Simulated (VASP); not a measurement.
# LiF (Fm-3m) in VASP: further runs

The runs below take LiF through single point, with LDA, PBEsol+D3(BJ).

Program: VASP 6.6.1. These are calculated values, not measurements. Logs are shortened: lines on timing, memory, paths and dates and some standing lists are left out, and cuts for length are marked.

## (1) The cell of the first run

It takes space group Fm-3m (No. 225, cubic). Conventional cell: a = 3.935 Å, b = 3.935 Å, c = 3.935 Å, α = 90.00°, β = 90.00°, γ = 90.00°. Within 2.6 Å of Li (site symmetry m-3m) lie 6 F at 1.97 Å. F (site symmetry m-3m) has 6 Li at 1.97 Å within 2.6 Å.

## (2) Single point, LDA (volume scaled by 1.02)

INCAR reads:

```
SYSTEM = LiF
PREC = Accurate
ENCUT = 520
EDIFF = 1E-6
ISMEAR = 0
SIGMA = 0.05
LREAL = .FALSE.
LASPH = .TRUE.
NELM = 60
ALGO = Normal
ISIF = 2
LWAVE = .FALSE.
LCHARG = .TRUE.
LELF = .TRUE.
LVHAR = .TRUE.
NBANDS = 12
```

KPOINTS reads:

```
Automatic mesh
0
G
  10 10 10
  0 0 0
```

POSCAR reads:

```
LiF
1.0
    0.0000000000      1.9673860621      1.9673860621
    1.9673860621      0.0000000000      1.9673860621
    1.9673860621      1.9673860621      0.0000000000
Li F
1 1
Direct
    0.0000000000      0.0000000000      0.0000000000
    0.5000000000      0.5000000000      0.5000000000
```

Potentials or basis: VASP PAW LDA potentials, release 64 (Li_sv, F).

On the command line:

```bash
cat potpaw_LDA.64/Li_sv/POTCAR potpaw_LDA.64/F/POTCAR > POTCAR
mpirun -np 1 vasp_std > vasp.out
```

OUTCAR:

```text
SYSTEM = LiF
   PREC = Accurate
   ENCUT = 520
   EDIFF = 1E-6
   ISMEAR = 0
   LREAL = .FALSE.
   LASPH = .TRUE.
   NELM = 60
   ISIF = 2

 ion  position               nearest neighbor table
   1  0.000  0.000  0.000-   2 1.97   2 1.97   2 1.97   2 1.97   2 1.97   2 1.97
   2  0.500  0.500  0.500-   1 1.97   1 1.97   1 1.97   1 1.97   1 1.97   1 1.97

  LATTYP: Found a face centered cubic cell.
 ALAT       =     3.9347721242

  Lattice vectors:

 A1 = (   0.0000000000,   1.9673860621,   1.9673860621)
 A2 = (   1.9673860621,   0.0000000000,   1.9673860621)
 A3 = (   1.9673860621,   1.9673860621,   0.0000000000)

Analysis of symmetry for initial positions (statically):
=====================================================================
 Subroutine PRICEL returns:
 Original cell was already a primitive cell.

 Routine SETGRP: Setting up the symmetry group for a
 face centered cubic supercell.

 Subroutine GETGRP returns: Found 48 space group operations
 (whereof 48 operations were pure point group operations)
 out of a pool of 48 trial point group operations.

The static configuration has the point symmetry O_h .

Analysis of symmetry for dynamics (positions and initial velocities):
=====================================================================
 Subroutine PRICEL returns:
 Original cell was already a primitive cell.

 Routine SETGRP: Setting up the symmetry group for a
 face centered cubic supercell.

 Subroutine GETGRP returns: Found 48 space group operations
 (whereof 48 operations were pure point group operations)
 out of a pool of 48 trial point group operations.

The dynamic configuration has the point symmetry O_h .

 Subroutine INISYM returns: Found 48 space group operations
 (whereof 48 operations are pure point group operations),
 and found     1 'primitive' translations

----------------------------------------------------------------------------------------

                                     Primitive cell

  volume of cell :      15.2300

  direct lattice vectors                    reciprocal lattice vectors
     0.000000000  1.967386062  1.967386062    -0.254144324  0.254144324  0.254144324
     1.967386062  0.000000000  1.967386062     0.254144324 -0.254144324  0.254144324
     1.967386062  1.967386062  0.000000000     0.254144324  0.254144324 -0.254144324

  length of vectors
     2.782304051  2.782304051  2.782304051     0.440190881  0.440190881  0.440190881

  position of ions in fractional coordinates (direct lattice)
     0.000000000  0.000000000  0.000000000
     0.500000000  0.500000000  0.500000000

  ion indices of the primitive-cell ions
   primitive index   ion index
                 1           1
                 2           2

----------------------------------------------------------------------------------------
[... 82 lines left out ...]
   NUPDOWN=      -1.0000    fix difference up-down
   EMIN   =  10.00;   EMAX   =-10.00  energy-range for DOS
   EFERMI =   0.00;   METHOD = LEGACY
   ISMEAR =     0;   SIGMA  =   0.05  broadening in eV -4-tet -1-fermi 0-gaus
   EFERMI_NEDOS =   21; number of points for ismear=-14 and -15
   IALGO  =     38    algorithm
   IMIX   =      4    mixing-type and parameters
     AMIX     =   0.40;   BMIX     =  1.00
     AMIX_MAG =   1.60;   BMIX_MAG =  1.00
  volume/ion in A,a.u.               =       7.61        51.39
  Fermi-wavevector in a.u.,A,eV,Ry     =   1.422903  2.688896 27.547069  2.024652
  Thomas-Fermi vector in A             =   2.543557
   LORBIT       =      0    0 simple, 1 ext, 2 COOP (PROOUT), +10 PAW based schemes
   GGA     = CA    functional components
   LHFCALC =     F    Hartree Fock is set to
   AEXX    =    0.0000 exact exchange contribution
   IVDW    =     0    specifies the selected vdW correction
   LEPSILON=     F    determine dielectric tensor
   LRPA    =     F    only Hartree local field effects (RPA)
 non-spin polarized calculation
 Gauss-broadening in eV      SIGMA  =   0.05
  energy-cutoff  :      520.00
  volume of cell :       15.23
 maximum number of plane-waves:       424
 NGX is ok and might be reduce to    24
   NGX = 11   NGY = 11   NGZ = 11

 number of electron      10.0000004 magnetization

 Free energy of the ion-electron system (eV)
  ---------------------------------------------------
  ext. energy  EPLUGINS =         0.00000000
  ---------------------------------------------------
  free energy    TOTEN  =       -10.49931935 eV

  energy without entropy =      -10.49931935  energy(sigma->0) =      -10.49931935

 E-fermi :  -0.4097     XC(G=0): -11.0249

 val. band max:       -0.8447145801   @ k =   0.0000   0.0000   0.0000
 cond. band min:       8.6491408901   @ k =   0.0000   0.0000   0.0000
 fundamental gap:      9.4938554703
 Fermi energy:        -0.4096854789

 k-point     1 :       0.0000    0.0000    0.0000
  band No.  band energies     occupation
      1     -40.4676      2.00000
      2     -20.6142      2.00000
      3      -0.8447      2.00000
      4      -0.8447      2.00000
      5      -0.8447      2.00000
      6       8.6491      0.00000
      7      23.5232      0.00000
      8      23.5232      0.00000
      9      23.5232      0.00000
     10      23.7521      0.00000
     11      23.7521      0.00000
     12      23.7521      0.00000
[... 331 lines left out ...]
 k-point    24 :       0.4000    0.3000    0.0000
  band No.  band energies     occupation
      1     -40.3726      2.00000
      2     -19.9852      2.00000
      3      -3.4666      2.00000
      4      -1.8452      2.00000
      5      -1.7171      2.00000
      6      12.5636      0.00000
      7      15.9276      0.00000
      8      18.0577      0.00000
      9      19.6094      0.00000
     10      20.7005      0.00000
     11      34.3924      0.00000
     12      34.9351      0.00000

 [... further k-points ...]
[... 5 lines left out ...]
  --------------------------------------------------------------------------------------
  -------------------------------------------------------------------------------------
  Total       -0.1778759     -0.1778759     -0.1778759      0.0000000      0.0000000      0.0000000
  in kB      -18.7123712    -18.7123712    -18.7123712      0.0000000      0.0000000      0.0000000
  external PRESSURE =     -18.7123712 kB  Pullay stress =       0.0000000 kB

 VOLUME and BASIS-vectors are now :
 -----------------------------------------------------------------------------
  energy-cutoff  :      520.00
  volume of cell :       15.23
      direct lattice vectors                 reciprocal lattice vectors
     0.000000000  1.967386062  1.967386062    -0.254144324  0.254144324  0.254144324
     1.967386062  0.000000000  1.967386062     0.254144324 -0.254144324  0.254144324
     1.967386062  1.967386062  0.000000000     0.254144324  0.254144324 -0.254144324

 POSITION                                       TOTAL-FORCE (eV/Angst)
 -----------------------------------------------------------------------------------
      0.00000      0.00000      0.00000         0.000000      0.000000     -0.000000
      1.96739      1.96739      1.96739         0.000000      0.000000      0.000000
 -----------------------------------------------------------------------------------
    total drift:                               -0.000000     -0.000000      0.000000

  FREE ENERGIE OF THE ION-ELECTRON SYSTEM (eV)
  ---------------------------------------------------
  free  energy   TOTEN  =       -10.4993193529 eV

  energy  without entropy=      -10.4993193529  energy(sigma->0) =      -10.49931935
```

OSZICAR:

```text
N       E                     dE             d eps       ncg     rms          rms(c)
DAV:   1     0.314528893362E+02    0.31453E+02   -0.56132E+03  1184   0.856E+02
DAV:   2    -0.979514286714E+01   -0.41248E+02   -0.40192E+02  1352   0.188E+02
DAV:   3    -0.109775649159E+02   -0.11824E+01   -0.11791E+01  1468   0.281E+01
DAV:   4    -0.109911649044E+02   -0.13600E-01   -0.13599E-01  1336   0.325E+00
DAV:   5    -0.109912907742E+02   -0.12587E-03   -0.12587E-03  1408   0.240E-01    0.423E+00
DAV:   6    -0.105149347756E+02    0.47636E+00   -0.21824E+00  1252   0.917E+00    0.130E+00
DAV:   7    -0.105045065844E+02    0.10428E-01   -0.15553E-02  1484   0.107E+00    0.781E-01
DAV:   8    -0.104993332262E+02    0.51734E-02   -0.84349E-03  1548   0.978E-01    0.956E-02
DAV:   9    -0.104993066248E+02    0.26601E-04   -0.69330E-04  1272   0.242E-01    0.366E-02
DAV:  10    -0.104993199109E+02   -0.13286E-04   -0.26522E-05  1312   0.381E-02    0.776E-03
DAV:  11    -0.104993193529E+02    0.55797E-06   -0.15162E-06  1156   0.132E-02
   1 F= -.10499319E+02 E0= -.10499319E+02  d E =-.327214E-36
```

stdout:

```text
POSCAR found type information on POSCAR LiF
 POSCAR found :  2 types and       2 ions
 scaLAPACK will be used
 LDA part: xc-table for (Slater(with rela. corr.)+CA(PZ))
 , standard interpolation
 POSCAR, INCAR and KPOINTS ok, starting setup
 FFT: planning ... GRIDC
 FFT: planning ... GRID_SOFT
 FFT: planning ... GRID
 WAVECAR not read
 entering main loop
```

Wall time 7.9 s (1 thread of Intel Xeon Platinum 8259CL at 2.50GHz (Skylake/Cascade Lake), shared host); peak memory 0.12 GiB.

What came out:

| Property | Result |
| --- | --- |
| Free energy | -10.4993 eV |
| Band gap on the k mesh | 9.49 eV, direct |

Caveat: the cutoff is under 1.25 times the usual one of these potentials, so pressure, stress and relaxed cells hold a basis-set (Pulay) error. A k mesh can miss the band edges.

(Part 1 of 3 ends here.)
